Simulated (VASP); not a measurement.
AlNi, 2 atoms in the cell. Symmetry: Pm-3m, No. 221, cubic system. Conventional cell: a = 2.851 Å, b = 2.851 Å, c = 2.851 Å, α = 90.00°, β = 90.00°, γ = 90.00°. Within 3.3 Å of Al (site symmetry m-3m) lie 8 Ni at 2.47 Å and 6 Al at 2.85 Å. Within 3.3 Å of Ni (site symmetry m-3m) lie 8 Al at 2.47 Å and 6 Ni at 2.85 Å. 

```yaml
Program: VASP 6.6.1
Task: single point
Functional: PBEsol
Potentials_or_basis: VASP PAW PBE potentials, release 64 (Al, Ni)
Cutoff: 520 eV
k_mesh: 16 × 16 × 16
Occupations: fermi-dirac, width 0.05 eV
Spin: no spin polarisation
Dipole_correction: no
Further_INCAR_settings: ALGO = Normal; EDIFF = 1e-06; NBANDS = 14
```

Potentials or basis: VASP PAW PBE potentials, release 64 (Al, Ni).

The run is started by

```bash
$ cat potpaw_PBE.64/Al/POTCAR potpaw_PBE.64/Ni/POTCAR > POTCAR
$ mpirun -np 1 vasp_std > vasp.out
```

Hardware: 1 thread of AMD EPYC 7R13, with other jobs on the host.

Task: Estimate the wall time of this run.

Result: Wall time 100 s on 1 thread of AMD EPYC 7R13 (shared host), peak memory 0.15 GiB. Counts: scf iterations 13, k points 165.
